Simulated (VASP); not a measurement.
# W in VASP: notebook

Aim: see how the results for W move with the level of theory and the settings. Levels: PBEsol, PBE, revPBE+D4. Tasks: single point.

Program: VASP 6.6.1. These are calculated values, not measurements. Logs are shortened: lines on timing, memory, paths and dates and some standing lists are left out, and cuts for length are marked.

## (1) The cell of the first run

It takes space group I4/mmm (No. 139, tetragonal). The conventional cell has a = 3.165 Å, b = 3.165 Å, c = 3.291 Å, α = 90.00°, β = 90.00°, γ = 90.00°. Within 3.7 Å of W (site symmetry 4/mmm) lie 14 W at 2.78 to 3.29 Å.

## (2) Single point, PBEsol

The input, INCAR:

```
SYSTEM = W
ALGO = Normal
EDIFF = 1E-6
ENCUT = 520
GGA = PS
ISIF = 2
ISMEAR = -1
LASPH = .TRUE.
LCHARG = .FALSE.
LREAL = .FALSE.
LWAVE = .FALSE.
NBANDS = 13
NELM = 60
PREC = Accurate
SIGMA = 0.05
```

The input, KPOINTS:

```
k-points
0
G
  10 10 10
  0 0 0
```

The input, POSCAR:

```
W
1.0
   -1.5823450000      1.5823450000      1.6456388000
    1.5823450000     -1.5823450000      1.6456388000
    1.5823450000      1.5823450000     -1.6456388000
W
1
Direct
    0.0000000000      0.0000000000      0.0000000000
```

Potentials or basis: VASP PAW PBE potentials, release 64 (W_sv).

Started as:

```bash
> cat potpaw_PBE.64/W_sv/POTCAR > POTCAR
> mpirun -np 1 vasp_std > vasp.out
```

OUTCAR:

```text
SYSTEM = W
   EDIFF = 1E-6
   ENCUT = 520
   GGA = PS
   ISIF = 2
   ISMEAR = -1
   LASPH = .TRUE.
   LREAL = .FALSE.
   NELM = 60
   PREC = Accurate

 ion  position               nearest neighbor table
   1  0.000  0.000  0.000-

  LATTYP: Found a body centered tetragonal cell.
 ALAT       =     3.1646900000
 C/A-ratio  =     1.0400000000

  Lattice vectors:

 A1 = (  -1.5823450000,   1.5823450000,   1.6456388000)
 A2 = (   1.5823450000,  -1.5823450000,   1.6456388000)
 A3 = (   1.5823450000,   1.5823450000,  -1.6456388000)

Analysis of symmetry for initial positions (statically):
=====================================================================
 Subroutine PRICEL returns:
 Original cell was already a primitive cell.

 Routine SETGRP: Setting up the symmetry group for a
 body centered tetragonal supercell.

 Subroutine GETGRP returns: Found 16 space group operations
 (whereof 16 operations were pure point group operations)
 out of a pool of 16 trial point group operations.

The static configuration has the point symmetry D_4h.

Analysis of symmetry for dynamics (positions and initial velocities):
=====================================================================
 Subroutine PRICEL returns:
 Original cell was already a primitive cell.

 Routine SETGRP: Setting up the symmetry group for a
 body centered tetragonal supercell.

 Subroutine GETGRP returns: Found 16 space group operations
 (whereof 16 operations were pure point group operations)
 out of a pool of 16 trial point group operations.

The dynamic configuration has the point symmetry D_4h.

 Subroutine INISYM returns: Found 16 space group operations
 (whereof 16 operations are pure point group operations),
 and found     1 'primitive' translations

----------------------------------------------------------------------------------------

                                     Primitive cell

  volume of cell :      16.4815

  direct lattice vectors                    reciprocal lattice vectors
    -1.582345000  1.582345000  1.645638800     0.000000000  0.315986716  0.303833381
     1.582345000 -1.582345000  1.645638800     0.315986716  0.000000000  0.303833381
     1.582345000  1.582345000 -1.645638800     0.315986716  0.315986716  0.000000000

  length of vectors
[... 79 lines left out ...]
   NELM   =     60;   NELMIN=  2; NELMDL= -5     # of ELM steps
   EDIFF  = 0.1E-05   stopping-criterion for ELM
   LREAL  =      F    real-space projection
   EDIFFG = 0.1E-04   stopping-criterion for IOM
   NSW    =      0    number of steps for IOM
   IBRION =     -1    ionic relax: 0-MD 1-quasi-New 2-CG
   NFREE  =      0    steps in history (QN), initial steepest desc. (CG)
   ISIF   =      2    stress and relaxation
   ISYM   =      2    0-nonsym 1-usesym 2-fastsym
   POTIM  = 0.5000    time-step for ionic-motion
   TEBEG  =    0.0;   TEEND  =   0.0 temperature during run
   PSTRESS=    0.0 pullay stress
   NELECT =      14.0000    total number of electrons
   NUPDOWN=      -1.0000    fix difference up-down
   EMIN   =  10.00;   EMAX   =-10.00  energy-range for DOS
   EFERMI =   0.00;   METHOD = LEGACY
   ISMEAR =    -1;   SIGMA  =   0.05  broadening in eV -4-tet -1-fermi 0-gaus
   EFERMI_NEDOS =   21; number of points for ismear=-14 and -15
   IALGO  =     38    algorithm
   IMIX   =      4    mixing-type and parameters
     AMIX     =   0.40;   BMIX     =  1.00
     AMIX_MAG =   1.60;   BMIX_MAG =  1.00
  volume/ion in A,a.u.               =      16.48       111.22
  Fermi-wavevector in a.u.,A,eV,Ry     =   1.550429  2.929886 32.706094  2.403830
  Thomas-Fermi vector in A             =   2.655094
   LORBIT       =      0    0 simple, 1 ext, 2 COOP (PROOUT), +10 PAW based schemes
   GGA     = PS    functional components
   LHFCALC =     F    Hartree Fock is set to
   AEXX    =    0.0000 exact exchange contribution
   IVDW    =     0    specifies the selected vdW correction
   LEPSILON=     F    determine dielectric tensor
   LRPA    =     F    only Hartree local field effects (RPA)
 non-spin polarized calculation
  energy-cutoff  :      520.00
  volume of cell :       16.48
 maximum number of plane-waves:       458
 NGX is ok and might be reduce to    24
   NGX = 11   NGY = 11   NGZ = 11

 number of electron      13.9999999 magnetization

 Free energy of the ion-electron system (eV)
  ---------------------------------------------------
  ext. energy  EPLUGINS =         0.00000000
  ---------------------------------------------------
  free energy    TOTEN  =       -13.75185344 eV

  energy without entropy =      -13.74659607  energy(sigma->0) =      -13.74922475

 E-fermi :  10.8251     XC(G=0): -13.5431

 val. band max:       10.7662846855   @ k =  -0.2000  -0.2000   0.1000
 cond. band min:      10.8387713997   @ k =  -0.1000  -0.2000   0.1000
 fundamental gap:      0.0724867142
 Fermi energy:        10.8251138928

 k-point     1 :       0.0000    0.0000    0.0000
  band No.  band energies     occupation
      1     -63.4908      2.00000
      2     -27.1127      2.00000
      3     -27.0959      2.00000
      4     -27.0959      2.00000
      5       1.2859      2.00000
      6       9.3977      2.00000
      7       9.3977      2.00000
      8       9.8784      2.00000
      9      12.5228      0.00000
     10      13.1580      0.00000
     11      24.7146      0.00000
     12      25.4314      0.00000
     13      25.4314      0.00000
[... 354 lines left out ...]
  band No.  band energies     occupation
      1     -63.3652      2.00000
      2     -27.9897      2.00000
      3     -27.7724      2.00000
      4     -27.2475      2.00000
      5       6.4012      2.00000
      6       7.7213      2.00000
      7       8.5855      2.00000
      8      12.8990      0.00000
      9      13.7886      0.00000
     10      18.8453      0.00000
     11      19.9583      0.00000
     12      22.9250      0.00000
     13      27.2253      0.00000

 [... further k-points ...]
[... 5 lines left out ...]
  --------------------------------------------------------------------------------------
  -------------------------------------------------------------------------------------
  Total       -0.9981338     -0.9981338     -2.1800548      0.0000000      0.0000000      0.0000000
  in kB      -97.0292093    -97.0292093   -211.9244749      0.0000000      0.0000000      0.0000000
  external PRESSURE =    -135.3276312 kB  Pullay stress =       0.0000000 kB

 VOLUME and BASIS-vectors are now :
 -----------------------------------------------------------------------------
  energy-cutoff  :      520.00
  volume of cell :       16.48
      direct lattice vectors                 reciprocal lattice vectors
    -1.582345000  1.582345000  1.645638800     0.000000000  0.315986716  0.303833381
     1.582345000 -1.582345000  1.645638800     0.315986716  0.000000000  0.303833381
     1.582345000  1.582345000 -1.645638800     0.315986716  0.315986716  0.000000000

 POSITION                                       TOTAL-FORCE (eV/Angst)
 -----------------------------------------------------------------------------------
      0.00000      0.00000      0.00000        -0.000000     -0.000000     -0.000000
 -----------------------------------------------------------------------------------
    total drift:                                0.000000     -0.000000      0.000000

  FREE ENERGIE OF THE ION-ELECTRON SYSTEM (eV)
  ---------------------------------------------------
  free  energy   TOTEN  =       -13.7518534374 eV

  energy  without entropy=      -13.7465960663  energy(sigma->0) =      -13.74922475
```

OSZICAR:

```text
N       E                     dE             d eps       ncg     rms          rms(c)
DAV:   1     0.836617337841E+02    0.83662E+02   -0.74340E+03  2668   0.122E+03
DAV:   2    -0.128593860426E+02   -0.96521E+02   -0.92823E+02  3027   0.316E+02
DAV:   3    -0.144775210641E+02   -0.16181E+01   -0.16130E+01  2837   0.394E+01
DAV:   4    -0.144845148973E+02   -0.69938E-02   -0.69938E-02  2967   0.284E+00
DAV:   5    -0.144845747116E+02   -0.59814E-04   -0.59815E-04  2897   0.250E-01    0.201E+01
DAV:   6    -0.139044294432E+02    0.58015E+00   -0.48871E-01  2762   0.909E+00    0.766E+00
DAV:   7    -0.137576268453E+02    0.14680E+00   -0.23245E-01  2917   0.591E+00    0.707E-01
DAV:   8    -0.137518816285E+02    0.57452E-02   -0.42848E-03  2702   0.857E-01    0.811E-02
DAV:   9    -0.137518544441E+02    0.27184E-04   -0.81228E-05  3045   0.103E-01    0.517E-02
DAV:  10    -0.137518531540E+02    0.12901E-05   -0.85471E-06  2842   0.396E-02    0.110E-02
DAV:  11    -0.137518534374E+02   -0.28337E-06   -0.24207E-07  1641   0.549E-03
   1 F= -.13751853E+02 E0= -.13749225E+02  d E =-.525737E-02
```

It took 45 s on 1 thread of AMD EPYC 7R13, shared host; peak memory 0.12 GiB.

What came out:

| Property | Result |
| --- | --- |
| Free energy | -13.7519 eV |
| Pressure | -13.5 GPa |
| Band gap on the k mesh | zero (band 7 reaches 15.51 eV, above the bottom of band 8 at 9.83 eV) |

Stress tensor (GPa, compression positive):
```
 -9.70   0.00   0.00
  0.00  -9.70   0.00
  0.00   0.00 -21.19
```

Caveat: the PAW data sets were made with another functional, which shifts forces and pressure a little; spin-orbit coupling is left out, which moves the levels of the heavy elements.

(Part 1 of 2 ends here.)
